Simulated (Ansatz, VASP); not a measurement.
KF: VASP beside Ansatz

```xyz
2
Lattice="0.0000 2.7105 2.5072 2.6157 0.0000 2.5072 2.6157 2.7105 0.0000" Properties=species:S:1:pos:R:3 pbc="T T T"
K     0.0000    0.0000    0.0000
F     2.6157    2.7105    2.5072
```

Change from the starting cell: normal strain along x -0.0350, normal strain along z -0.0750.

Alike in both runs: task single point; functional PBE; k mesh 8 × 8 × 8; occupations gaussian, width 0.05 eV; no spin polarisation.

```csv
,VASP,Ansatz
version,VASP 6.6.1,Ansatz 0.2.0
potentials or method,"VASP PAW PBE potentials, release 64 (K_sv, F), cutoff 520 eV","scalar-relativistic, plane waves, PAW"
valence electrons in the cell,16,16
```

```csv
,VASP,Ansatz,Ansatz less VASP
gap on the k mesh at the Fermi level (eV),6.42,6.44,+0.019
least direct gap on the mesh (eV),6.42,6.44,+0.019
pressure (GPa),5.0,4.8,-0.13
"traceless stress, the component that is largest in VASP (GPa)",3.78,3.64,-0.137
```
